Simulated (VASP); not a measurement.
# Mo in VASP: notebook

Runs on Mo. Level: PBE. Tasks: single point.

Program: VASP 6.6.1. These are calculated values, not measurements. Logs are shortened: lines on timing, memory, paths and dates and some standing lists are left out, and cuts for length are marked.

### Step 1. The cell of the first run

The cell holds a slab with vacuum, 7 atoms: a = 3.160 Å, b = 3.160 Å, c = 21.480 Å, α = 90.00°, β = 90.00°, γ = 90.00°.

### Step 2. Single point, PBE

Input file INCAR:

```
  PREC = Accurate
  ENCUT = 520
  EDIFF = 1E-6
  ISMEAR = 1
  SIGMA = 0.1
  LREAL = False
  LASPH = True
  NELM = 80
  ALGO = Normal
  ISIF = 2
  LWAVE = False
  LCHARG = False
  GGA = PE
  NBANDS = 58
```

Input file KPOINTS:

```
Automatic mesh
0
Gamma
  16 16 1
```

Input file POSCAR:

```
Mo
1.0
    3.1600000000      0.0000000000      0.0000000000
    0.0000000000      3.1600000000      0.0000000000
    0.0000000000      0.0000000000     21.4800000000
Mo
7
Direct
    0.0000000000      0.0000000000      0.2793296089
    0.5000000000      0.5000000000      0.3528864060
    0.0000000000      0.0000000000      0.4264432030
    0.5000000000      0.5000000000      0.5000000000
    0.0000000000      0.0000000000      0.5735567970
    0.5000000000      0.5000000000      0.6471135940
    0.0000000000      0.0000000000      0.7206703911
```

Potentials or basis: VASP PAW PBE potentials, release 64 (Mo_sv).

Launch:

```bash
> cat potpaw_PBE.64/Mo_sv/POTCAR > POTCAR
> mpirun -np 1 vasp_std > vasp.out
```

OUTCAR:

```text
PREC = Accurate
   ENCUT = 520
   EDIFF = 1E-6
   ISMEAR = 1
   LREAL = False
   LASPH = True
   NELM = 80
   ISIF = 2
   GGA = PE

 ion  position               nearest neighbor table
   1  0.000  0.000  0.279-   2 2.74   2 2.74   2 2.74   2 2.74   3 3.16
   2  0.500  0.500  0.353-   3 2.74   3 2.74   3 2.74   3 2.74   1 2.74   1 2.74   1 2.74   1 2.74
                             4 3.16
   3  0.000  0.000  0.426-   2 2.74   2 2.74   2 2.74   2 2.74   4 2.74   4 2.74   4 2.74   4 2.74
                             5 3.16   1 3.16
   4  0.500  0.500  0.500-   3 2.74   5 2.74   3 2.74   5 2.74   3 2.74   5 2.74   3 2.74   5 2.74
                             2 3.16   6 3.16
   5  0.000  0.000  0.574-   6 2.74   6 2.74   6 2.74   6 2.74   4 2.74   4 2.74   4 2.74   4 2.74
                             3 3.16   7 3.16
   6  0.500  0.500  0.647-   5 2.74   5 2.74   5 2.74   5 2.74   7 2.74   7 2.74   7 2.74   7 2.74
                             4 3.16
   7  0.000  0.000  0.721-   6 2.74   6 2.74   6 2.74   6 2.74   5 3.16

  LATTYP: Found a simple tetragonal cell.
 ALAT       =     3.1600000000
 C/A-ratio  =     6.7974683544

  Lattice vectors:

 A1 = (   3.1600000000,   0.0000000000,   0.0000000000)
 A2 = (   0.0000000000,   3.1600000000,   0.0000000000)
 A3 = (   0.0000000000,   0.0000000000,  21.4800000000)

Analysis of symmetry for initial positions (statically):
=====================================================================
 Subroutine PRICEL returns:
 Original cell was already a primitive cell.

 Routine SETGRP: Setting up the symmetry group for a
 simple tetragonal supercell.

 Subroutine GETGRP returns: Found 16 space group operations
 (whereof 16 operations were pure point group operations)
 out of a pool of 16 trial point group operations.

The static configuration has the point symmetry D_4h.

Analysis of symmetry for dynamics (positions and initial velocities):
=====================================================================
 Subroutine PRICEL returns:
 Original cell was already a primitive cell.

 Routine SETGRP: Setting up the symmetry group for a
 simple tetragonal supercell.

 Subroutine GETGRP returns: Found 16 space group operations
 (whereof 16 operations were pure point group operations)
 out of a pool of 16 trial point group operations.

The dynamic configuration has the point symmetry D_4h.

 Subroutine INISYM returns: Found 16 space group operations
 (whereof 16 operations are pure point group operations),
 and found     1 'primitive' translations

----------------------------------------------------------------------------------------

                                     Primitive cell

  volume of cell :     214.4907

  direct lattice vectors                    reciprocal lattice vectors
     3.160000000  0.000000000  0.000000000     0.316455696  0.000000000  0.000000000
     0.000000000  3.160000000  0.000000000     0.000000000  0.316455696  0.000000000
     0.000000000  0.000000000 21.480000000     0.000000000  0.000000000  0.046554935

  length of vectors
     3.160000000  3.160000000 21.480000000     0.316455696  0.316455696  0.046554935

  position of ions in fractional coordinates (direct lattice)
     0.000000000  0.000000000  0.279329609
     0.500000000  0.500000000  0.352886406
     0.000000000  0.000000000  0.426443203
     0.500000000  0.500000000  0.500000000
     0.000000000  0.000000000  0.573556797
     0.500000000  0.500000000  0.647113594
     0.000000000  0.000000000  0.720670391

  ion indices of the primitive-cell ions
   primitive index   ion index
                 1           1
                 2           2
                 3           3
                 4           4
                 5           5
                 6           6
                 7           7

----------------------------------------------------------------------------------------

 KPOINTS: Automatic mesh

Automatic generation of k-mesh.
 Grid dimensions read from file:
 generate k-points for:   16   16    1

 Generating k-lattice:

  Cartesian coordinates                     Fractional coordinates (reciprocal lattice)
     0.019778481  0.000000000  0.000000000     0.062500000  0.000000000  0.000000000
     0.000000000  0.019778481  0.000000000     0.000000000  0.062500000  0.000000000
     0.000000000  0.000000000  0.046554935     0.000000000  0.000000000  1.000000000

  Length of vectors
     0.019778481  0.019778481  0.046554935

  Shift w.r.t. Gamma in fractional coordinates (k-lattice)
     0.000000000  0.000000000  0.000000000

 Subroutine IBZKPT returns following result:
 ===========================================

 Found     45 irreducible k-points:

 Following reciprocal coordinates:
            Coordinates               Weight
  0.000000  0.000000  0.000000      1.000000
  0.062500  0.000000  0.000000      4.000000
  0.125000  0.000000  0.000000      4.000000
  0.187500  0.000000  0.000000      4.000000
  0.250000  0.000000  0.000000      4.000000
  0.312500  0.000000  0.000000      4.000000
[... 16 lines left out ...]
  0.437500  0.125000  0.000000      8.000000
  0.500000  0.125000  0.000000      4.000000
 [... further k-points ...]
   k-points           NKPTS =     45   k-points in BZ     NKDIM =     45   number of bands    NBANDS=     58
   number of dos      NEDOS =    301   number of ions     NIONS =      7
   total plane-waves  NPLWV =  92160
   dimension x,y,z NGX =    24 NGY =   24 NGZ =  160
   dimension x,y,z NGXF=    48 NGYF=   48 NGZF=  320
   ions per type =               7
   NGX,Y,Z   is equivalent  to a cutoff of  12.63, 12.63, 12.38 a.u.
   NGXF,Y,Z  is equivalent  to a cutoff of  25.25, 25.25, 24.77 a.u.
 SYSTEM =  unknown system
   PREC   = accura    normal or accurate (medium, high low for compatibility)
   ISTART =      0    job   : 0-new  1-cont  2-samecut
   ICHARG =      2    charge: 1-file 2-atom 10-const
   ISPIN  =      1    spin polarized calculation?
   LNONCOLLINEAR =      F non collinear calculations
   LSORBIT =      F    spin-orbit coupling
   LASPH  =      T    aspherical Exc in radial PAW
   ENCUT  =  520.0 eV  38.22 Ry    6.18 a.u.   5.88  5.88 39.94*2*pi/ulx,y,z
   NELM   =     80;   NELMIN=  2; NELMDL= -5     # of ELM steps
   EDIFF  = 0.1E-05   stopping-criterion for ELM
   LREAL  =      F    real-space projection
[... 7 lines left out ...]
   TEBEG  =    0.0;   TEEND  =   0.0 temperature during run
   PSTRESS=    0.0 pullay stress
   NELECT =      98.0000    total number of electrons
   NUPDOWN=      -1.0000    fix difference up-down
   EMIN   =  10.00;   EMAX   =-10.00  energy-range for DOS
   EFERMI =   0.00;   METHOD = LEGACY
   ISMEAR =     1;   SIGMA  =   0.10  broadening in eV -4-tet -1-fermi 0-gaus
   EFERMI_NEDOS =   21; number of points for ismear=-14 and -15
   IALGO  =     38    algorithm
   IMIX   =      4    mixing-type and parameters
     AMIX     =   0.40;   BMIX     =  1.00
     AMIX_MAG =   1.60;   BMIX_MAG =  1.00
  volume/ion in A,a.u.               =      30.64       206.78
  Fermi-wavevector in a.u.,A,eV,Ry     =   1.260900  2.382756 21.631485  1.589869
  Thomas-Fermi vector in A             =   2.394386
   LORBIT       =      0    0 simple, 1 ext, 2 COOP (PROOUT), +10 PAW based schemes
   GGA     = PE    functional components
   LHFCALC =     F    Hartree Fock is set to
   AEXX    =    0.0000 exact exchange contribution
   IVDW    =     0    specifies the selected vdW correction
   LEPSILON=     F    determine dielectric tensor
   LRPA    =     F    only Hartree local field effects (RPA)
 non-spin polarized calculation
 Methfessel and Paxton  Order N= 1 SIGMA  =   0.10
  energy-cutoff  :      520.00
  volume of cell :      214.49
 maximum number of plane-waves:      5828
 NGX is ok and might be reduce to    24
   NGX = 11   NGY = 11   NGZ = 79

 number of electron      98.0000010 magnetization

 Free energy of the ion-electron system (eV)
  ---------------------------------------------------
  ext. energy  EPLUGINS =         0.00000000
  ---------------------------------------------------
  free energy    TOTEN  =       -72.22325148 eV

  energy without entropy =      -72.22147769  energy(sigma->0) =      -72.22266022

 E-fermi :   4.5374     XC(G=0):  -7.9659

 val. band max:        4.5368793657   @ k =   0.5000   0.4375   0.0000
 cond. band min:       4.5409332030   @ k =   0.5000   0.4375   0.0000
 fundamental gap:      0.0040538372
 Fermi energy:         4.5373508087

 k-point     1 :       0.0000    0.0000    0.0000
  band No.  band energies     occupation
      1     -56.6712      2.00000
      2     -56.5989      2.00000
      3     -56.4251      2.00000
      4     -56.3788      2.00000
      5     -56.2781      2.00000
      6     -56.1479      2.00000
[... 50 lines left out ...]
     57       5.7620     -0.00000
     58       5.8896     -0.00000

 k-point     2 :       0.0625    0.0000    0.0000
  band No.  band energies     occupation
      1     -56.6670      2.00000
      2     -56.5960      2.00000
      3     -56.4233      2.00000
      4     -56.3784      2.00000
      5     -56.2802      2.00000
      6     -56.1489      2.00000
[... 50 lines left out ...]
     57       5.9033     -0.00000
     58       6.1048     -0.00000

 k-point     3 :       0.1250    0.0000    0.0000
  band No.  band energies     occupation
      1     -56.6548      2.00000
      2     -56.5876      2.00000
      3     -56.4179      2.00000
      4     -56.3776      2.00000
      5     -56.2863      2.00000
      6     -56.1520      2.00000
[... 1216 lines left out ...]
      3     -56.3770      2.00000
      4     -56.3762      2.00000
      5     -56.3604      2.00000
      6     -56.1763      2.00000
[... 50 lines left out ...]
     57       6.0857     -0.00000
     58       6.2947     -0.00000

 k-point    24 :       0.5000    0.1250    0.0000
  band No.  band energies     occupation
      1     -56.5159      2.00000
      2     -56.5055      2.00000
      3     -56.3804      2.00000
      4     -56.3767      2.00000
      5     -56.3617      2.00000
      6     -56.1774      2.00000
[... 50 lines left out ...]
     57       6.1176     -0.00000
     58       6.3897     -0.00000

 [... further k-points ...]

------------------------ aborting loop because EDIFF is reached ----------------------------------------

  FORCE on cell =-STRESS in cart. coord.  units (eV):
  Direction    XX          YY          ZZ          XY          YZ          ZX
  --------------------------------------------------------------------------------------
  -------------------------------------------------------------------------------------
  Total       -7.2112192     -7.2112192     -5.2642408      0.0000000      0.0000000     -0.0000000
  in kB      -53.8655178    -53.8655178    -39.3222075      0.0000000      0.0000000     -0.0000000
  external PRESSURE =     -49.0177477 kB  Pullay stress =       0.0000000 kB

 VOLUME and BASIS-vectors are now :
 -----------------------------------------------------------------------------
  energy-cutoff  :      520.00
  volume of cell :      214.49
      direct lattice vectors                 reciprocal lattice vectors
     3.160000000  0.000000000  0.000000000     0.316455696  0.000000000  0.000000000
     0.000000000  3.160000000  0.000000000     0.000000000  0.316455696  0.000000000
     0.000000000  0.000000000 21.480000000     0.000000000  0.000000000  0.046554935

 POSITION                                       TOTAL-FORCE (eV/Angst)
 -----------------------------------------------------------------------------------
      0.00000      0.00000      6.00000        -0.000000      0.000000      1.474841
      1.58000      1.58000      7.58000         0.000000     -0.000000     -1.297014
      0.00000      0.00000      9.16000         0.000000      0.000000     -0.175061
      1.58000      1.58000     10.74000        -0.000000      0.000000      0.000000
      0.00000      0.00000     12.32000        -0.000000      0.000000      0.175061
      1.58000      1.58000     13.90000         0.000000      0.000000      1.297014
      0.00000      0.00000     15.48000        -0.000000      0.000000     -1.474841
 -----------------------------------------------------------------------------------
    total drift:                                0.000000      0.000000     -0.000000

  FREE ENERGIE OF THE ION-ELECTRON SYSTEM (eV)
  ---------------------------------------------------
  free  energy   TOTEN  =       -72.2232514784 eV

  energy  without entropy=      -72.2214776893  energy(sigma->0) =      -72.22266022
```

It took 10 min on 1 thread of AMD EPYC 9R45 (Zen 5), shared host; peak memory 0.47 GiB.

Results:

```
Free energy            : -72.2233 eV
Largest force          : 1.475 eV/Å
Band gap on the k mesh : zero (band 49 reaches 6.09 eV, above the bottom of band 50 at 4.24 eV)
```

Forces on the atoms (eV/Å):
```
Mo   0.000  0.000  1.475
Mo   0.000  0.000 -1.297
Mo   0.000  0.000 -0.175
Mo   0.000  0.000  0.000
Mo   0.000  0.000  0.175
Mo   0.000  0.000  1.297
Mo   0.000  0.000 -1.475
```

Levels at points of the mesh, in eV from the Fermi level:
| k point | band 45 | band 46 | band 47 | band 48 | band 49 | band 50 | band 51 | band 52 | band 53 | band 54 |
| --- | --- | --- | --- | --- | --- | --- | --- | --- | --- | --- |
| (0.00, 0.00, 0.00) | -0.90 | -0.74 | -0.74 | -0.55 | -0.12 | -0.12 | -0.05 | -0.04 | 0.30 | 0.39 |
| (0.50, 0.00, 0.00) | -0.89 | -0.68 | -0.42 | -0.18 | -0.16 | 0.17 | 0.55 | 0.63 | 1.03 | 1.11 |
| (0.50, 0.50, 0.00) | -1.12 | 0.18 | 0.18 | 1.54 | 1.55 | 1.88 | 1.90 | 2.18 | 2.18 | 2.20 |

### Step 3. Single point, PBE

Input file INCAR:

```
PREC = Accurate
ENCUT = 520
EDIFF = 1E-7
ISMEAR = 1
SIGMA = 0.1
LREAL = F
LASPH = T
NELM = 100
ALGO = Normal
ISIF = 2
LWAVE = F
LCHARG = F
GGA = PE
NBANDS = 58
```

KPOINTS is that of step 2.

Input file POSCAR:

```
Mo
1.0
    3.1600000000      0.0000000000      0.0000000000
    0.0000000000      3.1600000000      0.0000000000
    0.0000000000      0.0000000000     21.4800000000
Mo
7
Direct
    0.0000000000      0.0000000000      0.2867245319
    0.5000000000      0.5000000000      0.3516442271
    0.0000000000      0.0000000000      0.4266930477
    0.5000000000      0.5000000000      0.5000000000
    0.0000000000      0.0000000000      0.5733069523
    0.5000000000      0.5000000000      0.6483557729
    0.0000000000      0.0000000000      0.7132754681
```

Potentials or basis: VASP PAW PBE potentials, release 64 (Mo_sv).

Launch:

```bash
> cat potpaw_PBE.64/Mo_sv/POTCAR > POTCAR
> mpirun -np 1 vasp_std > vasp.out
```

It took 11 min on 1 thread of AMD EPYC 9R45 (Zen 5), shared host; peak memory 0.48 GiB.

The run converged. Its results:

```yaml
Free_energy: -72.5090 eV
Largest_force: 0.036 eV/Å
Band_gap_on_the_k_mesh: zero (band 49 reaches 5.98 eV, above the bottom of band 50 at 4.27 eV)
```

Forces on the atoms (eV/Å):
```
Mo   0.000  0.000 -0.036
Mo   0.000  0.000  0.000
Mo   0.000  0.000  0.005
Mo   0.000  0.000  0.000
Mo   0.000  0.000 -0.005
Mo   0.000  0.000  0.000
Mo   0.000  0.000  0.036
```

Levels at points of the mesh, in eV from the Fermi level:
```tsv
k point	band 46	band 47	band 48	band 49	band 50	band 51	band 52	band 53
(0.00, 0.00, 0.00)	-0.69	-0.69	-0.61	-0.19	-0.19	-0.12	-0.01	0.00
(0.50, 0.00, 0.00)	-0.39	-0.32	-0.29	-0.12	0.35	0.65	1.07	1.10
(0.50, 0.50, 0.00)	0.09	0.09	1.41	1.45	1.88	2.03	2.08	2.11
```
